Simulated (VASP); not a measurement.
Write the native input for VASP 6.6.1 that does the following.

- Task: single point
- Functional: PBE
- Potentials or basis: VASP PAW PBE potentials, release 64 (Ti_sv, Si, Ge_d)
- Cutoff: 520 eV
- k mesh: 6 × 6 × 2
- Occupations: gaussian, width 0.1 eV
- Spin: no spin polarisation
- Dipole correction: no
- Further INCAR settings: ALGO = Normal; EDIFF = 1e-07; NBANDS = 36

The structure of Ti2SiGe2 lies in POSCAR:

```
Ti2SiGe2
1.0
    3.5579224100      0.0000000000      0.0000000000
   -1.7789612000      3.0812511900      0.0000000000
    0.0000000000      0.0000000000      7.9053996200
Ti Si Ge
2 1 2
Direct
    0.3333333300      0.6666666700      0.0000000000
    0.6666666700      0.3333333300      0.0000000000
    0.0000000000      0.0000000000      0.0000000000
    0.0000000000      0.0000000000      0.3198549400
    0.0000000000      0.0000000000      0.6801450600
```

One way to write it, as run:

INCAR

```
SYSTEM = Ti2SiGe2
ALGO = Normal ; EDIFF = 1E-7
ENCUT = 520 ; GGA = PE
ISIF = 2 ; ISMEAR = 0
LASPH = .TRUE. ; LCHARG = .TRUE.
LELF = .TRUE. ; LREAL = .FALSE.
LVHAR = .TRUE. ; LWAVE = .FALSE.
NBANDS = 36 ; NELM = 60
PREC = Accurate ; SIGMA = 0.1
```

KPOINTS

```
k-points
0
G
  6 6 2
  0 0 0
```

Potentials or basis: VASP PAW PBE potentials, release 64 (Ti_sv, Si, Ge_d).

Launch:

```console
$ cat potpaw_PBE.64/Ti_sv/POTCAR potpaw_PBE.64/Si/POTCAR potpaw_PBE.64/Ge_d/POTCAR > POTCAR
$ mpirun -np 1 vasp_std > vasp.out
```

Results of the run:

| Item | Value |
| --- | --- |
| Pressure | 59.3 GPa |
| Largest force | 0.830 eV/Å |
| Band gap on the k mesh | zero (band 28 reaches 8.96 eV, above the bottom of band 29 at 6.10 eV) |

Caveat: the k points lie up to 0.40 Å⁻¹ apart.

It took 73 s on 1 thread of AMD EPYC 7R43 64-Core Processor (Zen 3), on a shared host, peak memory 0.18 GiB.
